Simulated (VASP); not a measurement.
Input of a VASP 6.6.1 run:

File INCAR:

```
PREC = Accurate
ENCUT = 520
EDIFF = 1E-7
ISMEAR = 0
SIGMA = 0.1
LREAL = False
LASPH = True
NELM = 100
ALGO = Normal
ISIF = 2
LWAVE = False
LCHARG = False
GGA = PE
NBANDS = 31
```

File KPOINTS:

```
Automatic mesh
0
Gamma
  10 10 10
```

POSCAR

```
Bi3H
1.0
    4.7464613201      0.0000000000      0.0000000000
    0.0000000000      4.7464613201      0.0000000000
    0.0000000000      0.0000000000      4.7464613201
Bi H
3 1
Direct
    0.0000000000      0.5000000000      0.5000000000
    0.5000000000      0.0000000000      0.5000000000
    0.5000000000      0.5000000000      0.0000000000
    0.0000000000      0.0000000000      0.0000000000
```

Potentials or basis: VASP PAW PBE potentials, release 64 (Bi_d, H).

The run is started by

```bash
$ cat potpaw_PBE.64/Bi_d/POTCAR potpaw_PBE.64/H/POTCAR > POTCAR
$ mpirun -np 1 vasp_std > vasp.out
```

Predict the band gap on the k mesh.

zero (band 23 reaches 7.74 eV, above the bottom of band 24 at 5.98 eV).

Estimate the pressure.

-0.1 GPa.

Caveat: spin-orbit coupling is left out, which moves the levels of the heavy elements.
